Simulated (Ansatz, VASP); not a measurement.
# SrCl2: VASP beside Ansatz

Contents of INCAR:

```
SYSTEM = SrCl2
  PREC = Accurate
  ENCUT = 520
  EDIFF = 1E-6
  ISMEAR = 0
  SIGMA = 0.01
  LREAL = .FALSE.
  LASPH = .TRUE.
  NELM = 60
  ALGO = Normal
  ISIF = 2
  LWAVE = .FALSE.
  LCHARG = .FALSE.
  GGA = PS
  NBANDS = 19
```

File KPOINTS:

```
Automatic mesh
0
G
  6 6 6
  0 0 0
```

File POSCAR:

```
SrCl2
1.0
    0.0000000000      3.4553209822      3.4725975871
    3.4553209822      0.0000000000      3.4725975871
    3.4553209822      3.4553209822      0.0000000000
Sr Cl
1 2
Direct
    0.0000000000      0.0000000000      0.0000000000
    0.2500000000      0.2500000000      0.2500000000
    0.7500000000      0.7500000000      0.7500000000
```

Input for Ansatz:

```yaml
crystal:
  lattice:
    - [0.0, 3.45532098223, 3.47259758714]
    - [3.45532098223, 0.0, 3.47259758714]
    - [3.45532098223, 3.45532098223, 0.0]
  atoms:
    - { symbol: Sr, position: [0.0, 0.0, 0.0] }
    - { symbol: Cl, position: [0.25, 0.25, 0.25] }
    - { symbol: Cl, position: [0.75, 0.75, 0.75] }
kpoints:
  mp_grid: { grid: [6, 6, 6] }
scf:
  occupations: { method: fixed }
  convergence: { dr2_threshold: 1.0e-10 }
hamiltonian:
  xc: pbesol
  pseudopotentials: { kind: all_electron, lapw: { basis_error: 0.0005 } }
output:
  forces: true
  stress: true
  eigenstates:
    kpoints:
      - [0.0, 0.0, 0.0]
      - [0.0, -0.5, -0.5]
      - [-0.5, 0.0, -0.5]
      - [-0.5, -0.5, 0.0]
      - [-0.5, 0.0, 0.0]
      - [0.0, -0.5, 0.0]
      - [0.0, 0.0, -0.5]
      - [-0.5, -0.5, -0.5]
  eigenvalues: true
```

Change from the starting cell: z stretched by +0.5 %, x and y held.

Alike in both runs: task single point; functional PBEsol; k mesh 6 × 6 × 6; no spin polarisation.

|  | VASP | Ansatz |
| --- | --- | --- |
| version | VASP 6.6.1 | Ansatz 0.2.0 |
| potentials or method | VASP PAW PBE potentials, release 64 (Sr_sv, Cl), cutoff 520 eV | all-electron LAPW, scalar-relativistic |
| occupations | gaussian, width 0.01 eV | fixed |

```tsv
	VASP	Ansatz	Ansatz less VASP
gap on the k mesh at the Fermi level (eV)	5.21	5.22	+0.011
pressure (GPa)	-0.1	-0.2	-0.13
traceless stress, the component that is largest in VASP (GPa)	-0.17	-0.17	-0.001
```

VASP's potentials were made for PBE, not for PBEsol. Ansatz ran all-electron here, and VASP with PAW potentials.
